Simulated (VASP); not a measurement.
# BAs (F-43m) in VASP: settings compared

Aim: see how the results for BAs move with the level of theory and the settings. Levels: PBE, r2SCAN. Tasks: single point.

All numbers are computed with VASP 6.6.1; they aren't measurements. Logs are shortened: lines on timing, memory, paths and dates and some standing lists are left out, and cuts for length are marked.

## (1) The cell of the first run

Symmetry: F-43m, No. 216, cubic system. The conventional cell has a = 4.784 Å, b = 4.784 Å, c = 4.784 Å, α = 90.00°, β = 90.00°, γ = 90.00°. Within 2.7 Å of B (site symmetry -43m) lie 4 As at 2.07 Å. As (site symmetry -43m) has 4 B at 2.07 Å within 2.7 Å.

## (2) Single point, PBE

The input, INCAR:

```
  PREC = Accurate
  ENCUT = 520
  EDIFF = 1E-7
  ISMEAR = 0
  SIGMA = 0.01
  LREAL = False
  LASPH = True
  NELM = 60
  ALGO = Normal
  ISIF = 2
  LWAVE = False
  LCHARG = True
  GGA = PE
  LELF = True
  LVHAR = True
  NBANDS = 11
```

The input, KPOINTS:

```
Automatic mesh
0
Gamma
  8 8 8
```

The input, POSCAR:

```
BAs
1.0
    0.0000000000      2.3918699057      2.3918699057
    2.3918699057      0.0000000000      2.3918699057
    2.3918699057      2.3918699057      0.0000000000
B As
1 1
Direct
    0.0000000000      0.0000000000      0.0000000000
    0.2500000000      0.2500000000      0.2500000000
```

Potentials or basis: VASP PAW PBE potentials, release 64 (B, As).

Run with:

```console
$ cat potpaw_PBE.64/B/POTCAR potpaw_PBE.64/As/POTCAR > POTCAR
$ mpirun -np 1 vasp_std > vasp.out
```

OUTCAR:

```text
PREC = Accurate
   ENCUT = 520
   EDIFF = 1E-7
   ISMEAR = 0
   LREAL = False
   LASPH = True
   NELM = 60
   ISIF = 2
   GGA = PE

 ion  position               nearest neighbor table
   1  0.000  0.000  0.000-   2 2.07   2 2.07   2 2.07   2 2.07
   2  0.250  0.250  0.250-   1 2.07   1 2.07   1 2.07   1 2.07

  LATTYP: Found a face centered cubic cell.
 ALAT       =     4.7837398114

  Lattice vectors:

 A1 = (   0.0000000000,   2.3918699057,   2.3918699057)
 A2 = (   2.3918699057,   0.0000000000,   2.3918699057)
 A3 = (   2.3918699057,   2.3918699057,   0.0000000000)

Analysis of symmetry for initial positions (statically):
=====================================================================
 Subroutine PRICEL returns:
 Original cell was already a primitive cell.

 Routine SETGRP: Setting up the symmetry group for a
 face centered cubic supercell.

 Subroutine GETGRP returns: Found 24 space group operations
 (whereof 24 operations were pure point group operations)
 out of a pool of 48 trial point group operations.

The static configuration has the point symmetry T_d .

Analysis of symmetry for dynamics (positions and initial velocities):
=====================================================================
 Subroutine PRICEL returns:
 Original cell was already a primitive cell.

 Routine SETGRP: Setting up the symmetry group for a
 face centered cubic supercell.

 Subroutine GETGRP returns: Found 24 space group operations
 (whereof 24 operations were pure point group operations)
 out of a pool of 48 trial point group operations.

The dynamic configuration has the point symmetry T_d .

 Subroutine INISYM returns: Found 24 space group operations
 (whereof 24 operations are pure point group operations),
 and found     1 'primitive' translations

----------------------------------------------------------------------------------------

                                     Primitive cell

  volume of cell :      27.3680

  direct lattice vectors                    reciprocal lattice vectors
     0.000000000  2.391869906  2.391869906    -0.209041470  0.209041470  0.209041470
     2.391869906  0.000000000  2.391869906     0.209041470 -0.209041470  0.209041470
     2.391869906  2.391869906  0.000000000     0.209041470  0.209041470 -0.209041470

  length of vectors
     3.382614860  3.382614860  3.382614860     0.362070446  0.362070446  0.362070446

  position of ions in fractional coordinates (direct lattice)
     0.000000000  0.000000000  0.000000000
     0.250000000  0.250000000  0.250000000

  ion indices of the primitive-cell ions
   primitive index   ion index
                 1           1
                 2           2

----------------------------------------------------------------------------------------

 KPOINTS: Automatic mesh

Automatic generation of k-mesh.
 Grid dimensions read from file:
 generate k-points for:    8    8    8

 Generating k-lattice:

  Cartesian coordinates                     Fractional coordinates (reciprocal lattice)
    -0.026130184  0.026130184  0.026130184     0.125000000  0.000000000  0.000000000
     0.026130184 -0.026130184  0.026130184     0.000000000  0.125000000  0.000000000
     0.026130184  0.026130184 -0.026130184     0.000000000  0.000000000  0.125000000

  Length of vectors
     0.045258806  0.045258806  0.045258806

  Shift w.r.t. Gamma in fractional coordinates (k-lattice)
     0.000000000  0.000000000  0.000000000

 Subroutine IBZKPT returns following result:
 ===========================================

 Found     29 irreducible k-points:

 Following reciprocal coordinates:
            Coordinates               Weight
  0.000000  0.000000  0.000000      1.000000
  0.125000  0.000000  0.000000      8.000000
  0.250000  0.000000  0.000000      8.000000
  0.375000  0.000000  0.000000      8.000000
  0.500000  0.000000  0.000000      4.000000
  0.125000  0.125000  0.000000      6.000000
[... 16 lines left out ...]
  0.500000  0.250000  0.125000     48.000000
 -0.375000  0.250000  0.125000     24.000000
 [... further k-points ...]
   k-points           NKPTS =     29   k-points in BZ     NKDIM =     29   number of bands    NBANDS=     11
   number of dos      NEDOS =    301   number of ions     NIONS =      2
   total plane-waves  NPLWV =  21952
   dimension x,y,z NGX =    28 NGY =   28 NGZ =   28
   dimension x,y,z NGXF=    56 NGYF=   56 NGZF=   56
   ions per type =               1   1
   NGX,Y,Z   is equivalent  to a cutoff of  13.76, 13.76, 13.76 a.u.
   NGXF,Y,Z  is equivalent  to a cutoff of  27.52, 27.52, 27.52 a.u.
 SYSTEM =  unknown system
   PREC   = accura    normal or accurate (medium, high low for compatibility)
   ISTART =      0    job   : 0-new  1-cont  2-samecut
   ICHARG =      2    charge: 1-file 2-atom 10-const
   ISPIN  =      1    spin polarized calculation?
   LNONCOLLINEAR =      F non collinear calculations
   LSORBIT =      F    spin-orbit coupling
   LASPH  =      T    aspherical Exc in radial PAW
   ENCUT  =  520.0 eV  38.22 Ry    6.18 a.u.   6.29  6.29  6.29*2*pi/ulx,y,z
   NELM   =     60;   NELMIN=  2; NELMDL= -5     # of ELM steps
   EDIFF  = 0.1E-06   stopping-criterion for ELM
   LREAL  =      F    real-space projection
   EDIFFG = 0.1E-05   stopping-criterion for IOM
   NSW    =      0    number of steps for IOM
   IBRION =     -1    ionic relax: 0-MD 1-quasi-New 2-CG
   NFREE  =      0    steps in history (QN), initial steepest desc. (CG)
   ISIF   =      2    stress and relaxation
   ISYM   =      2    0-nonsym 1-usesym 2-fastsym
   POTIM  = 0.5000    time-step for ionic-motion
   TEBEG  =    0.0;   TEEND  =   0.0 temperature during run
   PSTRESS=    0.0 pullay stress
   NELECT =       8.0000    total number of electrons
   NUPDOWN=      -1.0000    fix difference up-down
   EMIN   =  10.00;   EMAX   =-10.00  energy-range for DOS
   EFERMI =   0.00;   METHOD = LEGACY
   ISMEAR =     0;   SIGMA  =   0.01  broadening in eV -4-tet -1-fermi 0-gaus
   EFERMI_NEDOS =   21; number of points for ismear=-14 and -15
   IALGO  =     38    algorithm
   IMIX   =      4    mixing-type and parameters
     AMIX     =   0.40;   BMIX     =  1.00
     AMIX_MAG =   1.60;   BMIX_MAG =  1.00
  volume/ion in A,a.u.               =      13.68        92.34
  Fermi-wavevector in a.u.,A,eV,Ry     =   1.086486  2.053160 16.061008  1.180451
  Thomas-Fermi vector in A             =   2.222623
   LORBIT       =      0    0 simple, 1 ext, 2 COOP (PROOUT), +10 PAW based schemes
   GGA     = PE    functional components
   LHFCALC =     F    Hartree Fock is set to
   AEXX    =    0.0000 exact exchange contribution
   IVDW    =     0    specifies the selected vdW correction
   LEPSILON=     F    determine dielectric tensor
   LRPA    =     F    only Hartree local field effects (RPA)
 non-spin polarized calculation
 Gauss-broadening in eV      SIGMA  =   0.01
  energy-cutoff  :      520.00
  volume of cell :       27.37
 maximum number of plane-waves:       754
 NGX is ok and might be reduce to    28
   NGX = 13   NGY = 13   NGZ = 13

 number of electron       8.0000000 magnetization

 Free energy of the ion-electron system (eV)
  ---------------------------------------------------
  ext. energy  EPLUGINS =         0.00000000
  ---------------------------------------------------
  free energy    TOTEN  =       -11.40649061 eV

  energy without entropy =      -11.40649061  energy(sigma->0) =      -11.40649061

 E-fermi :   6.1314     XC(G=0): -10.5655

 val. band max:        6.0804935222   @ k =   0.0000   0.0000   0.0000
 cond. band min:       7.2734305906   @ k =   0.3750   0.3750   0.0000
 fundamental gap:      1.1929370683
 Fermi energy:         6.1313821571

 k-point     1 :       0.0000    0.0000    0.0000
  band No.  band energies     occupation
      1      -9.2824      2.00000
      2       6.0805      2.00000
      3       6.0805      2.00000
      4       6.0805      2.00000
      5       9.3513      0.00000
      6       9.3513      0.00000
      7       9.3513      0.00000
      8      10.7136      0.00000
      9      15.6428      0.00000
     10      19.0133      0.00000
     11      19.0133      0.00000

 k-point     2 :       0.1250    0.0000    0.0000
  band No.  band energies     occupation
      1      -9.0274      2.00000
      2       4.1195      2.00000
      3       5.6442      2.00000
      4       5.6442      2.00000
      5       9.4581      0.00000
      6       9.9257      0.00000
      7       9.9257      0.00000
      8      11.9988      0.00000
      9      16.5871      0.00000
     10      17.6843      0.00000
     11      17.6843      0.00000

 k-point     3 :       0.2500    0.0000    0.0000
  band No.  band energies     occupation
      1      -8.2851      2.00000
      2       1.1547      2.00000
      3       4.9362      2.00000
      4       4.9362      2.00000
      5       9.1241      0.00000
      6      10.7226      0.00000
      7      10.7226      0.00000
      8      13.9492      0.00000
      9      17.2979      0.00000
     10      17.2979      0.00000
     11      17.3537      0.00000

 k-point     4 :       0.3750    0.0000    0.0000
  band No.  band energies     occupation
      1      -7.1838      2.00000
      2      -1.4159      2.00000
      3       4.4384      2.00000
      4       4.4384      2.00000
      5       8.8453      0.00000
      6      10.9037      0.00000
      7      10.9037      0.00000
      8      14.8940      0.00000
      9      17.8699      0.00000
     10      18.7447      0.00000
     11      18.7447      0.00000
[... 239 lines left out ...]
 k-point    22 :       0.3750    0.2500    0.1250
  band No.  band energies     occupation
      1      -7.6358      2.00000
      2       0.8915      2.00000
      3       2.3801      2.00000
      4       4.0662      2.00000
      5       9.3030      0.00000
      6      11.2779      0.00000
      7      12.0178      0.00000
      8      13.2454      0.00000
      9      16.7886      0.00000
     10      19.3901      0.00000
     11      20.2443      0.00000

 k-point    23 :       0.5000    0.2500    0.1250
  band No.  band energies     occupation
      1      -6.5729      2.00000
      2      -1.0644      2.00000
      3       1.6586      2.00000
      4       3.3551      2.00000
      5       9.9227      0.00000
      6      11.1302      0.00000
      7      12.5914      0.00000
      8      14.1281      0.00000
      9      17.4710      0.00000
     10      19.3928      0.00000
     11      21.5478      0.00000

 k-point    24 :      -0.3750    0.2500    0.1250
  band No.  band energies     occupation
      1      -5.8550      2.00000
      2      -2.1836      2.00000
      3       1.5357      2.00000
      4       3.0212      2.00000
      5      10.0397      0.00000
      6      10.8310      0.00000
      7      13.5153      0.00000
      8      15.0800      0.00000
      9      16.4189      0.00000
     10      20.2398      0.00000
     11      21.2957      0.00000

 [... further k-points ...]
[... 5 lines left out ...]
  --------------------------------------------------------------------------------------
  -------------------------------------------------------------------------------------
  Total        0.4813730      0.4813730      0.4813730     -0.0000000     -0.0000000      0.0000000
  in kB       28.1805617     28.1805617     28.1805617     -0.0000000     -0.0000000      0.0000000
  external PRESSURE =      28.1805617 kB  Pullay stress =       0.0000000 kB

 VOLUME and BASIS-vectors are now :
 -----------------------------------------------------------------------------
  energy-cutoff  :      520.00
  volume of cell :       27.37
      direct lattice vectors                 reciprocal lattice vectors
     0.000000000  2.391869906  2.391869906    -0.209041470  0.209041470  0.209041470
     2.391869906  0.000000000  2.391869906     0.209041470 -0.209041470  0.209041470
     2.391869906  2.391869906  0.000000000     0.209041470  0.209041470 -0.209041470

 POSITION                                       TOTAL-FORCE (eV/Angst)
 -----------------------------------------------------------------------------------
      0.00000      0.00000      0.00000         0.000000      0.000000      0.000000
      1.19593      1.19593      1.19593        -0.000000     -0.000000     -0.000000
 -----------------------------------------------------------------------------------
    total drift:                               -0.000000     -0.000000     -0.000000

  FREE ENERGIE OF THE ION-ELECTRON SYSTEM (eV)
  ---------------------------------------------------
  free  energy   TOTEN  =       -11.4064906127 eV

  energy  without entropy=      -11.4064906127  energy(sigma->0) =      -11.40649061
```

Run time: 12 s. Hardware: 1 thread of Intel Xeon 6975P-C, shared host; peak memory 0.16 GiB.

Results:

```
Free energy            : -11.4065 eV
Pressure               : 2.8 GPa
Band gap on the k mesh : 1.19 eV, indirect (least direct gap 3.27 eV)
```

## (3) Single point, r2SCAN

POSCAR is that of step 2.

The input, INCAR.step1:

```
SYSTEM = BAs
PREC = Accurate
ENCUT = 520
ISMEAR = 0
SIGMA = 0.01
LREAL = .FALSE.
LASPH = .TRUE.
NELM = 80
NBANDS = 11
GGA = PE
ALGO = Normal
EDIFF = 1E-4
LWAVE = .TRUE.
LCHARG = .FALSE.
```

The input, INCAR.step2:

```
SYSTEM = BAs
PREC = Accurate
ENCUT = 520
EDIFF = 1E-6
ISMEAR = 0
SIGMA = 0.01
LREAL = .FALSE.
LASPH = .TRUE.
NELM = 80
ALGO = Normal
ISIF = 2
LWAVE = .FALSE.
LCHARG = .FALSE.
METAGGA = R2SCAN
LMIXTAU = .TRUE.
NBANDS = 11
ISTART = 1
```

The input, KPOINTS:

```
regular mesh
0
G
  6 6 6
  0 0 0
```

Potentials or basis: VASP PAW PBE potentials, release 64 (B, As).

Run with:

```console
$ cat potpaw_PBE.64/B/POTCAR potpaw_PBE.64/As/POTCAR > POTCAR
$ cp INCAR.step1 INCAR
$ mpirun -np 1 vasp_std > vasp.out
$ cp INCAR.step2 INCAR
$ mpirun -np 1 vasp_std > vasp.out
```

OUTCAR:

```text
SYSTEM = BAs
   PREC = Accurate
   ENCUT = 520
   EDIFF = 1E-6
   ISMEAR = 0
   LREAL = .FALSE.
   LASPH = .TRUE.
   NELM = 80
   ISIF = 2
   METAGGA = R2SCAN
   ISTART = 1

 ion  position               nearest neighbor table
   1  0.000  0.000  0.000-   2 2.07   2 2.07   2 2.07   2 2.07
   2  0.250  0.250  0.250-   1 2.07   1 2.07   1 2.07   1 2.07

  LATTYP: Found a face centered cubic cell.
 ALAT       =     4.7837398114

  Lattice vectors:

 A1 = (   0.0000000000,   2.3918699057,   2.3918699057)
 A2 = (   2.3918699057,   0.0000000000,   2.3918699057)
 A3 = (   2.3918699057,   2.3918699057,   0.0000000000)

Analysis of symmetry for initial positions (statically):
=====================================================================
 Subroutine PRICEL returns:
 Original cell was already a primitive cell.

 Routine SETGRP: Setting up the symmetry group for a
 face centered cubic supercell.

 Subroutine GETGRP returns: Found 24 space group operations
 (whereof 24 operations were pure point group operations)
 out of a pool of 48 trial point group operations.

The static configuration has the point symmetry T_d .
[... 162 lines left out ...]
      1     -10.1372      2.00000
      2       5.9818      2.00000
      3       5.9818      2.00000
      4       5.9818      2.00000
      5       9.4208      0.00000
      6       9.4208      0.00000
      7       9.4208      0.00000
      8      11.0786      0.00000
      9      16.3328      0.00000
     10      19.4023      0.00000
     11      19.4023      0.00000
[... 197 lines left out ...]
 k-point    16 :      -0.3333    0.5000    0.1667
  band No.  band energies     occupation
      1      -5.5787      2.00000
      2      -2.7404      2.00000
      3       0.6065      2.00000
      4       0.8103      2.00000
      5      10.0549      0.00000
      6      10.3118      0.00000
      7      15.1359      0.00000
      8      15.4395      0.00000
      9      19.1103      0.00000
     10      22.4771      0.00000
     11      22.6757      0.00000

------------------------ aborting loop because EDIFF is reached ----------------------------------------

  FORCE on cell =-STRESS in cart. coord.  units (eV):
  Direction    XX          YY          ZZ          XY          YZ          ZX
  --------------------------------------------------------------------------------------
  -------------------------------------------------------------------------------------
  Total        0.0499835      0.0499835      0.0499835      0.0000000     -0.0000000     -0.0000000
  in kB        2.9261355      2.9261355      2.9261355      0.0000000     -0.0000000     -0.0000000
  external PRESSURE =       2.9261355 kB  Pullay stress =       0.0000000 kB

 VOLUME and BASIS-vectors are now :
 -----------------------------------------------------------------------------
  energy-cutoff  :      520.00
  volume of cell :       27.37
      direct lattice vectors                 reciprocal lattice vectors
     0.000000000  2.391869906  2.391869906    -0.209041470  0.209041470  0.209041470
     2.391869906  0.000000000  2.391869906     0.209041470 -0.209041470  0.209041470
     2.391869906  2.391869906  0.000000000     0.209041470  0.209041470 -0.209041470

 POSITION                                       TOTAL-FORCE (eV/Angst)
 -----------------------------------------------------------------------------------
      0.00000      0.00000      0.00000         0.000000      0.000000      0.000000
      1.19593      1.19593      1.19593        -0.000000     -0.000000     -0.000000
 -----------------------------------------------------------------------------------
    total drift:                               -0.000000     -0.000000     -0.000000

  FREE ENERGIE OF THE ION-ELECTRON SYSTEM (eV)
  ---------------------------------------------------
  free  energy   TOTEN  =       -22.2376785042 eV

  energy  without entropy=      -22.2376785042  energy(sigma->0) =      -22.23767850
```

It took 31 s on 1 thread of Intel Xeon 6975P-C, shared host; peak memory 0.16 GiB.

Results:

* Free energy: -22.2377 eV
* Pressure: 0.3 GPa
* Band gap on the k mesh: 1.47 eV, indirect (least direct gap 3.44 eV)

Caveat: the PAW data sets were made with another functional, which shifts forces and pressure a little. A k mesh can miss the band edges.
